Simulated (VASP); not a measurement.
Write the native input for VASP 6.6.1 that does the following.

| Item | Value |
| --- | --- |
| Task | single point |
| Functional | PBE |
| Potentials or basis | VASP PAW PBE potentials, release 64 (Pb_d, F) |
| Cutoff | 520 eV |
| k mesh | 10 × 10 × 10 |
| Occupations | gaussian, width 0.05 eV |
| Spin | no spin polarisation |
| Dipole correction | no |
| Further INCAR settings | ALGO = Normal; EDIFF = 1e-07; NBANDS = 21 |

The structure of PbF2 lies in POSCAR:

```
PbF2
1.0
    0.0000000000      3.0003645022      3.0003645022
    3.0003645022      0.0000000000      3.0003645022
    3.0003645022      3.0003645022      0.0000000000
Pb F
1 2
Direct
    0.0000000000      0.0000000000      0.0000000000
    0.2633317135      0.2366682865      0.2633317135
    0.7500000000      0.7500000000      0.7500000000
```

This cell differs from its parent crystal: atom 2 (F) moved 0.08 Å along y.

These files were run (other wordings do the same):

INCAR

```
SYSTEM = PbF2
PREC = Accurate
ENCUT = 520
EDIFF = 1E-7
ISMEAR = 0
SIGMA = 0.05
LREAL = .FALSE.
LASPH = .TRUE.
NELM = 80
ALGO = Normal
ISIF = 2
LWAVE = .FALSE.
LCHARG = .FALSE.
GGA = PE
NBANDS = 21
```

KPOINTS

```
regular mesh
0
G
  10 10 10
  0 0 0
```

Potentials or basis: VASP PAW PBE potentials, release 64 (Pb_d, F).

Launch:

```bash
$ cat potpaw_PBE.64/Pb_d/POTCAR potpaw_PBE.64/F/POTCAR > POTCAR
$ mpirun -np 1 vasp_std > vasp.out
```

Results of the run:

```yaml
Pressure: -0.1 GPa
Largest_force: 0.180 eV/Å
Band_gap_on_the_k_mesh: 4.36 eV (least direct gap 4.54 eV)
```

Caveat: the cell differs from its parent crystal (atom 2 (F) moved 0.08 Å along y); spin-orbit coupling is left out, which moves the levels of the heavy elements.

Wall time 6 min on 1 thread of Intel Xeon 8259CL, with other jobs on the host, peak memory 0.27 GiB.
